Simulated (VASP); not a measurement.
# SiC (R3m) in VASP: further runs, part 2 of 3

VASP 6.6.1. The steps go on from the part before.

## Step 3: Single point, PBE

This run uses another cell than the first one, of the same volume but with other edges.

The input, INCAR:

```
  PREC = Accurate
  ENCUT = 520
  EDIFF = 1E-7
  ISMEAR = 0
  SIGMA = 0.05
  LREAL = F
  LASPH = T
  NELM = 60
  ALGO = Normal
  ISIF = 2
  LWAVE = F
  LCHARG = T
  GGA = PE
  LELF = T
  LVHAR = T
  NBANDS = 11
```

The input, KPOINTS:

```
Automatic mesh
0
Gamma
  12 12 12
```

The input, POSCAR:

```
SiC
1.0
    0.0000000000      2.1199388790      2.1199388790
    2.1199388790      0.0000000000      2.1199388790
    2.1896142035      2.1896142035     -0.0696753245
Si C
1 1
Direct
    0.0000000000      0.0000000000      0.0000000000
    0.7500000000      0.7500000000      0.7500000000
```

Potentials or basis: VASP PAW PBE potentials, release 64 (Si, C).

Command:

```
cat potpaw_PBE.64/Si/POTCAR potpaw_PBE.64/C/POTCAR > POTCAR
mpirun -np 1 vasp_std > vasp.out
```

OUTCAR:

```text
PREC = Accurate
   ENCUT = 520
   EDIFF = 1E-7
   ISMEAR = 0
   LREAL = F
   LASPH = T
   NELM = 60
   ISIF = 2
   GGA = PE

 ion  position               nearest neighbor table
   1  0.000  0.000  0.000-   2 1.85   2 1.85   2 1.85   2 1.93
   2  0.750  0.750  0.750-   1 1.85   1 1.85   1 1.85   1 1.93

  LATTYP: Found a trigonal (rhomboedric) cell.
 ALAT       =     3.0973658762
 COS(alpha) =     0.5315517071

  Lattice vectors:

 A1 = (   2.1896142035,   0.0696753245,  -2.1896142035)
 A2 = (   0.0696753245,   2.1896142035,  -2.1896142035)
 A3 = (   2.1896142035,   2.1896142035,  -0.0696753245)

Analysis of symmetry for initial positions (statically):
=====================================================================
 Subroutine PRICEL returns:
 Original cell was already a primitive cell.

 Routine SETGRP: Setting up the symmetry group for a
 trigonal (rhombohedral) supercell.

 Subroutine GETGRP returns: Found  6 space group operations
 (whereof  6 operations were pure point group operations)
 out of a pool of 12 trial point group operations.

The static configuration has the point symmetry C_3v.

Analysis of symmetry for dynamics (positions and initial velocities):
=====================================================================
 Subroutine PRICEL returns:
 Original cell was already a primitive cell.

 Routine SETGRP: Setting up the symmetry group for a
 trigonal (rhombohedral) supercell.

 Subroutine GETGRP returns: Found  6 space group operations
 (whereof  6 operations were pure point group operations)
 out of a pool of 12 trial point group operations.

The dynamic configuration has the point symmetry C_3v.

 Subroutine INISYM returns: Found  6 space group operations
 (whereof  6 operations are pure point group operations),
 and found     1 'primitive' translations

----------------------------------------------------------------------------------------

                                     Primitive cell

  volume of cell :      19.9940

  direct lattice vectors                    reciprocal lattice vectors
     0.000000000  2.119938879  2.119938879    -0.232162063  0.239549650  0.232162063
     2.119938879  0.000000000  2.119938879     0.239549650 -0.232162063  0.232162063
     2.189614204  2.189614204 -0.069675324     0.224774475  0.224774475 -0.224774475

  length of vectors
     2.998046314  2.998046314  3.097365876     0.406426478  0.406426478  0.389320811

  position of ions in fractional coordinates (direct lattice)
     0.000000000  0.000000000  0.000000000
     0.750000000  0.750000000  0.750000000

  ion indices of the primitive-cell ions
   primitive index   ion index
                 1           1
                 2           2

----------------------------------------------------------------------------------------

 KPOINTS: Automatic mesh

Automatic generation of k-mesh.
 Grid dimensions read from file:
 generate k-points for:   12   12   12

 Generating k-lattice:

  Cartesian coordinates                     Fractional coordinates (reciprocal lattice)
    -0.019346839  0.019962471  0.019346839     0.083333333  0.000000000  0.000000000
     0.019962471 -0.019346839  0.019346839     0.000000000  0.083333333  0.000000000
     0.018731206  0.018731206 -0.018731206     0.000000000  0.000000000  0.083333333

  Length of vectors
     0.033868873  0.033868873  0.032443401

  Shift w.r.t. Gamma in fractional coordinates (k-lattice)
     0.000000000  0.000000000  0.000000000

 Subroutine IBZKPT returns following result:
 ===========================================

 Found    189 irreducible k-points:

 Following reciprocal coordinates:
            Coordinates               Weight
  0.000000  0.000000  0.000000      1.000000
  0.083333  0.000000  0.000000      6.000000
  0.166667  0.000000 -0.000000      6.000000
  0.250000  0.000000  0.000000      6.000000
  0.333333  0.000000  0.000000      6.000000
  0.416667  0.000000 -0.000000      6.000000
[... 16 lines left out ...]
  0.500000  0.166667  0.000000     12.000000
 -0.416667  0.166667 -0.000000     12.000000
 [... further k-points ...]
   k-points           NKPTS =    189   k-points in BZ     NKDIM =    189   number of bands    NBANDS=     11
   number of dos      NEDOS =    301   number of ions     NIONS =      2
   total plane-waves  NPLWV =  13824
   dimension x,y,z NGX =    24 NGY =   24 NGZ =   24
   dimension x,y,z NGXF=    48 NGYF=   48 NGZF=   48
   ions per type =               1   1
   NGX,Y,Z   is equivalent  to a cutoff of  13.31, 13.31, 12.88 a.u.
   NGXF,Y,Z  is equivalent  to a cutoff of  26.62, 26.62, 25.76 a.u.
 SYSTEM =  unknown system
   PREC   = accura    normal or accurate (medium, high low for compatibility)
   ISTART =      0    job   : 0-new  1-cont  2-samecut
   ICHARG =      2    charge: 1-file 2-atom 10-const
   ISPIN  =      1    spin polarized calculation?
   LNONCOLLINEAR =      F non collinear calculations
   LSORBIT =      F    spin-orbit coupling
   LASPH  =      T    aspherical Exc in radial PAW
   ENCUT  =  520.0 eV  38.22 Ry    6.18 a.u.   5.57  5.57  5.76*2*pi/ulx,y,z
   NELM   =     60;   NELMIN=  2; NELMDL= -5     # of ELM steps
   EDIFF  = 0.1E-06   stopping-criterion for ELM
   LREAL  =      F    real-space projection
   EDIFFG = 0.1E-05   stopping-criterion for IOM
   NSW    =      0    number of steps for IOM
   IBRION =     -1    ionic relax: 0-MD 1-quasi-New 2-CG
   NFREE  =      0    steps in history (QN), initial steepest desc. (CG)
   ISIF   =      2    stress and relaxation
   ISYM   =      2    0-nonsym 1-usesym 2-fastsym
   POTIM  = 0.5000    time-step for ionic-motion
   TEBEG  =    0.0;   TEEND  =   0.0 temperature during run
   PSTRESS=    0.0 pullay stress
   NELECT =       8.0000    total number of electrons
   NUPDOWN=      -1.0000    fix difference up-down
   EMIN   =  10.00;   EMAX   =-10.00  energy-range for DOS
   EFERMI =   0.00;   METHOD = LEGACY
   ISMEAR =     0;   SIGMA  =   0.05  broadening in eV -4-tet -1-fermi 0-gaus
   EFERMI_NEDOS =   21; number of points for ismear=-14 and -15
   IALGO  =     38    algorithm
   IMIX   =      4    mixing-type and parameters
     AMIX     =   0.40;   BMIX     =  1.00
     AMIX_MAG =   1.60;   BMIX_MAG =  1.00
  volume/ion in A,a.u.               =      10.00        67.46
  Fermi-wavevector in a.u.,A,eV,Ry     =   1.206345  2.279662 19.800133  1.455269
  Thomas-Fermi vector in A             =   2.342015
   LORBIT       =      0    0 simple, 1 ext, 2 COOP (PROOUT), +10 PAW based schemes
   GGA     = PE    functional components
   LHFCALC =     F    Hartree Fock is set to
   AEXX    =    0.0000 exact exchange contribution
   IVDW    =     0    specifies the selected vdW correction
   LEPSILON=     F    determine dielectric tensor
   LRPA    =     F    only Hartree local field effects (RPA)
 non-spin polarized calculation
 Gauss-broadening in eV      SIGMA  =   0.05
  energy-cutoff  :      520.00
  volume of cell :       19.99
 maximum number of plane-waves:       556
 NGX is ok and might be reduce to    24

 number of electron       7.9999999 magnetization

 Free energy of the ion-electron system (eV)
  ---------------------------------------------------
  ext. energy  EPLUGINS =         0.00000000
  ---------------------------------------------------
  free energy    TOTEN  =       -14.96959206 eV

  energy without entropy =      -14.96959206  energy(sigma->0) =      -14.96959206

 E-fermi :   8.8374     XC(G=0): -11.5059

 val. band max:        8.6041633194   @ k =   0.0000   0.0000   0.0000
 cond. band min:       9.7824460785   @ k =   0.5000   0.5000  -0.0000
 fundamental gap:      1.1782827591
 Fermi energy:         8.8374481368

 k-point     1 :       0.0000    0.0000    0.0000
  band No.  band energies     occupation
      1      -7.1856      2.00000
      2       8.2697      2.00000
      3       8.6042      2.00000
      4       8.6042      2.00000
      5      14.3035      0.00000
      6      16.1591      0.00000
      7      16.4401      0.00000
      8      16.4401      0.00000
      9      23.2305      0.00000
     10      23.2305      0.00000
     11      25.4222      0.00000
[... 309 lines left out ...]
 k-point    24 :      -0.4167    0.1667   -0.0000
  band No.  band energies     occupation
      1      -3.0225      2.00000
      2       0.3414      2.00000
      3       5.3408      2.00000
      4       6.8341      2.00000
      5      13.5282      0.00000
      6      16.1562      0.00000
      7      17.1216      0.00000
      8      20.0795      0.00000
      9      23.5820      0.00000
     10      24.2898      0.00000
     11      27.2375      0.00000

 [... further k-points ...]
[... 5 lines left out ...]
  --------------------------------------------------------------------------------------
  -------------------------------------------------------------------------------------
  Total        1.5214542      1.5214542      1.5214542     -1.1623332      1.1623332      1.1623332
  in kB      121.9185483    121.9185483    121.9185483    -93.1411401     93.1411401     93.1411401
  external PRESSURE =     121.9185483 kB  Pullay stress =       0.0000000 kB

 VOLUME and BASIS-vectors are now :
 -----------------------------------------------------------------------------
  energy-cutoff  :      520.00
  volume of cell :       19.99
      direct lattice vectors                 reciprocal lattice vectors
     0.000000000  2.119938879  2.119938879    -0.232162063  0.239549650  0.232162063
     2.119938879  0.000000000  2.119938879     0.239549650 -0.232162063  0.232162063
     2.189614204  2.189614204 -0.069675324     0.224774475  0.224774475 -0.224774475

 POSITION                                       TOTAL-FORCE (eV/Angst)
 -----------------------------------------------------------------------------------
      0.00000      0.00000      0.00000         0.261789      0.261789     -0.261789
      3.23216      3.23216      3.12765        -0.261789     -0.261789      0.261789
 -----------------------------------------------------------------------------------
    total drift:                               -0.000032     -0.000032      0.000032

  FREE ENERGIE OF THE ION-ELECTRON SYSTEM (eV)
  ---------------------------------------------------
  free  energy   TOTEN  =       -14.9695920554 eV

  energy  without entropy=      -14.9695920554  energy(sigma->0) =      -14.96959206
```

stdout:

```text
POSCAR found type information on POSCAR SiC
 POSCAR found :  2 types and       2 ions
 scaLAPACK will be used
 LDA part: xc-table for (Slater+PW92), standard interpolation
 POSCAR, INCAR and KPOINTS ok, starting setup
 FFT: planning ... GRIDC
 FFT: planning ... GRID_SOFT
 FFT: planning ... GRID
 WAVECAR not read
 entering main loop
```

Wall time 53 s (1 thread of AMD EPYC 7R43 (Zen 3), shared host); peak memory 0.13 GiB.

Results:

| Property | Result |
| --- | --- |
| Free energy | -14.9696 eV |
| Pressure | 12.2 GPa |
| Largest force | 0.453 eV/Å |
| Band gap on the k mesh | 1.18 eV, indirect (least direct gap 4.28 eV) |

Forces in eV/Å, atoms in the order of the input:
```
Si   0.262  0.262 -0.262
C   -0.262 -0.262  0.262
```

A k mesh can miss the band edges. A hybrid or GW would open this gap; PBE tends to underestimate it.

## Step 4: Single point, PBE

The input, INCAR:

```
SYSTEM = SiC
ALGO     = Normal         ! electronic algorithm
EDIFF    = 1E-6           ! SCF threshold, eV
ENCUT    = 520            ! plane-wave cutoff, eV
GGA      = PE             ! functional
ISIF     = 2              ! what is computed and relaxed
ISMEAR   = 0              ! smearing method
LASPH    = .TRUE.         ! aspherical terms in the spheres
LCHARG   = .FALSE.        ! write CHGCAR
LREAL    = .FALSE.        ! projectors in reciprocal space
LWAVE    = .FALSE.        ! write WAVECAR
NBANDS   = 11             ! bands
NELM     = 100            ! most SCF steps
PREC     = Accurate       ! precision mode
SIGMA    = 0.05           ! smearing width, eV
```

The input, KPOINTS:

```
k-points
0
G
  12 12 12
  0 0 0
```

The input, POSCAR:

```
SiC
1.0
    0.0000000000      2.1774004271      2.1774004271
    2.1774004271      0.0000000000      2.1774004271
    2.1315298581      2.1315298581      0.0458705690
Si C
1 1
Direct
    0.0000000000      0.0000000000      0.0000000000
    0.7500000000      0.7500000000      0.7500000000
```

Potentials or basis: VASP PAW PBE potentials, release 64 (Si, C).

Command:

```
cat potpaw_PBE.64/Si/POTCAR potpaw_PBE.64/C/POTCAR > POTCAR
mpirun -np 1 vasp_std > vasp.out
```

OUTCAR:

```text
SYSTEM = SiC
   EDIFF = 1E-6
   ENCUT = 520
   GGA = PE
   ISIF = 2
   ISMEAR = 0
   LASPH = .TRUE.
   LREAL = .FALSE.
   NELM = 100
   PREC = Accurate

 ion  position               nearest neighbor table
   1  0.000  0.000  0.000-   2 1.83   2 1.88   2 1.88   2 1.88
   2  0.750  0.750  0.750-   1 1.83   1 1.88   1 1.88   1 1.88

  LATTYP: Found a trigonal (rhomboedric) cell.
 ALAT       =     3.0147874189
 COS(alpha) =     0.4783692091

  Lattice vectors:

 A1 = (   2.1315298581,  -0.0458705690,  -2.1315298581)
 A2 = (  -0.0458705690,   2.1315298581,  -2.1315298581)
 A3 = (   2.1315298581,   2.1315298581,   0.0458705690)

Analysis of symmetry for initial positions (statically):
=====================================================================
 Subroutine PRICEL returns:
 Original cell was already a primitive cell.

 Routine SETGRP: Setting up the symmetry group for a
 trigonal (rhombohedral) supercell.

 Subroutine GETGRP returns: Found  6 space group operations
 (whereof  6 operations were pure point group operations)
 out of a pool of 12 trial point group operations.

The static configuration has the point symmetry C_3v.

Analysis of symmetry for dynamics (positions and initial velocities):
=====================================================================
 Subroutine PRICEL returns:
 Original cell was already a primitive cell.

 Routine SETGRP: Setting up the symmetry group for a
 trigonal (rhombohedral) supercell.

 Subroutine GETGRP returns: Found  6 space group operations
 (whereof  6 operations were pure point group operations)
 out of a pool of 12 trial point group operations.

The dynamic configuration has the point symmetry C_3v.

 Subroutine INISYM returns: Found  6 space group operations
 (whereof  6 operations are pure point group operations),
 and found     1 'primitive' translations

----------------------------------------------------------------------------------------

                                     Primitive cell

  volume of cell :      19.9940
[... 112 lines left out ...]
  Thomas-Fermi vector in A             =   2.342015
   LORBIT       =      0    0 simple, 1 ext, 2 COOP (PROOUT), +10 PAW based schemes
   GGA     = PE    functional components
   LHFCALC =     F    Hartree Fock is set to
   AEXX    =    0.0000 exact exchange contribution
   IVDW    =     0    specifies the selected vdW correction
   LEPSILON=     F    determine dielectric tensor
   LRPA    =     F    only Hartree local field effects (RPA)
 non-spin polarized calculation
 Gauss-broadening in eV      SIGMA  =   0.05
  energy-cutoff  :      520.00
  volume of cell :       19.99
 maximum number of plane-waves:       552
   NGX = 11   NGY = 11   NGZ = 11

 number of electron       8.0000000 magnetization

 Free energy of the ion-electron system (eV)
  ---------------------------------------------------
  ext. energy  EPLUGINS =         0.00000000
  ---------------------------------------------------
  free energy    TOTEN  =       -14.99994214 eV

  energy without entropy =      -14.99994214  energy(sigma->0) =      -14.99994214

 E-fermi :   8.8032     XC(G=0): -11.5065

 val. band max:        8.6160079558   @ k =   0.0000   0.0000   0.0000
 cond. band min:       9.8024712802   @ k =   0.5000   0.5000   0.0000
 fundamental gap:      1.1864633244
 Fermi energy:         8.8032115770

 k-point     1 :       0.0000    0.0000    0.0000
  band No.  band energies     occupation
      1      -7.1816      2.00000
      2       8.4333      2.00000
      3       8.4333      2.00000
      4       8.6160      2.00000
      5      14.9099      0.00000
      6      15.7968      0.00000
      7      15.7968      0.00000
      8      16.8003      0.00000
      9      23.2174      0.00000
     10      23.2174      0.00000
     11      25.5043      0.00000
[... 309 lines left out ...]
 k-point    24 :      -0.4167    0.1667    0.0000
  band No.  band energies     occupation
      1      -3.2488      2.00000
      2       0.3088      2.00000
      3       5.3903      2.00000
      4       7.0676      2.00000
      5      13.9000      0.00000
      6      16.5447      0.00000
      7      17.4603      0.00000
      8      19.8895      0.00000
      9      23.2726      0.00000
     10      24.4359      0.00000
     11      27.0239      0.00000

 [... further k-points ...]
[... 5 lines left out ...]
  --------------------------------------------------------------------------------------
  -------------------------------------------------------------------------------------
  Total        1.4726321      1.4726321      1.4726321      0.8244999     -0.8244999     -0.8244999
  in kB      118.0062924    118.0062924    118.0062924     66.0695759    -66.0695759    -66.0695759
  external PRESSURE =     118.0062924 kB  Pullay stress =       0.0000000 kB

 VOLUME and BASIS-vectors are now :
 -----------------------------------------------------------------------------
  energy-cutoff  :      520.00
  volume of cell :       19.99
      direct lattice vectors                 reciprocal lattice vectors
     0.000000000  2.177400427  2.177400427    -0.232129340  0.227133912  0.232129340
     2.177400427  0.000000000  2.177400427     0.227133912 -0.232129340  0.232129340
     2.131529858  2.131529858  0.045870569     0.237124768  0.237124768 -0.237124768

 POSITION                                       TOTAL-FORCE (eV/Angst)
 -----------------------------------------------------------------------------------
      0.00000      0.00000      0.00000        -0.252474     -0.252474      0.252474
      3.23170      3.23170      3.30050         0.252474      0.252474     -0.252474
 -----------------------------------------------------------------------------------
    total drift:                                0.000047      0.000047     -0.000047

  FREE ENERGIE OF THE ION-ELECTRON SYSTEM (eV)
  ---------------------------------------------------
  free  energy   TOTEN  =       -14.9999421386 eV

  energy  without entropy=      -14.9999421386  energy(sigma->0) =      -14.99994214
```

OSZICAR:

```text
N       E                     dE             d eps       ncg     rms          rms(c)
DAV:   1     0.333666188851E+01    0.33367E+01   -0.40243E+03  4406   0.617E+02
DAV:   2    -0.163621667878E+02   -0.19699E+02   -0.18827E+02  5133   0.110E+02
DAV:   3    -0.169603814802E+02   -0.59821E+00   -0.59708E+00  5098   0.157E+01
DAV:   4    -0.169625516146E+02   -0.21701E-02   -0.21700E-02  4732   0.121E+00
DAV:   5    -0.169625608605E+02   -0.92459E-05   -0.92458E-05  5105   0.733E-02    0.920E+00
DAV:   6    -0.150693860765E+02    0.18932E+01   -0.65721E+00  4686   0.116E+01    0.411E+00
DAV:   7    -0.150078403541E+02    0.61546E-01   -0.43376E-01  5008   0.374E+00    0.185E+00
DAV:   8    -0.149997319215E+02    0.81084E-02   -0.21462E-02  4743   0.975E-01    0.173E-01
DAV:   9    -0.149998373115E+02   -0.10539E-03   -0.16391E-03  5204   0.237E-01    0.114E-01
DAV:  10    -0.149999378821E+02   -0.10057E-03   -0.22158E-04  4596   0.929E-02    0.285E-02
DAV:  11    -0.149999419843E+02   -0.41022E-05   -0.34056E-05  5001   0.323E-02    0.779E-03
DAV:  12    -0.149999421386E+02   -0.15434E-06   -0.15964E-06  3172   0.804E-03
   1 F= -.14999942E+02 E0= -.14999942E+02  d E =-.133314E-10
```

stdout:

```text
POSCAR found type information on POSCAR SiC
 POSCAR found :  2 types and       2 ions
 scaLAPACK will be used
 LDA part: xc-table for (Slater+PW92), standard interpolation
 POSCAR, INCAR and KPOINTS ok, starting setup
 FFT: planning ... GRIDC
 FFT: planning ... GRID_SOFT
 FFT: planning ... GRID
 WAVECAR not read
 entering main loop
```

Wall time 46 s (1 thread of AMD EPYC 7R43 (Zen 3), shared host); peak memory 0.13 GiB.

What came out:

```yaml
Free_energy: -14.9999 eV
Pressure: 11.8 GPa
Largest_force: 0.437 eV/Å
Band_gap_on_the_k_mesh: 1.19 eV, indirect (least direct gap 4.37 eV)
```

Forces in eV/Å, atoms in the order of the input:
```
Si  -0.252 -0.252  0.252
C    0.252  0.252 -0.252
```

Levels at points of the mesh, in eV from the valence-band top:
| k point | band 2 | band 3 | band 4 | band 5 | band 6 | band 7 |
| --- | --- | --- | --- | --- | --- | --- |
| (0.00, 0.00, 0.00) | -0.18 | -0.18 | 0.00 | 6.29 | 7.18 | 7.18 |
| (0.50, 0.00, 0.00) | -8.87 | -1.13 | -1.10 | 5.76 | 7.11 | 7.60 |
| (0.50, 0.50, 0.00) | -8.02 | -3.54 | -3.19 | 1.19 | 4.35 | 14.16 |
| (0.00, 0.00, 0.50) | -8.78 | -1.37 | -1.37 | 5.16 | 6.97 | 6.97 |

(Continued in part 3 of 3.)
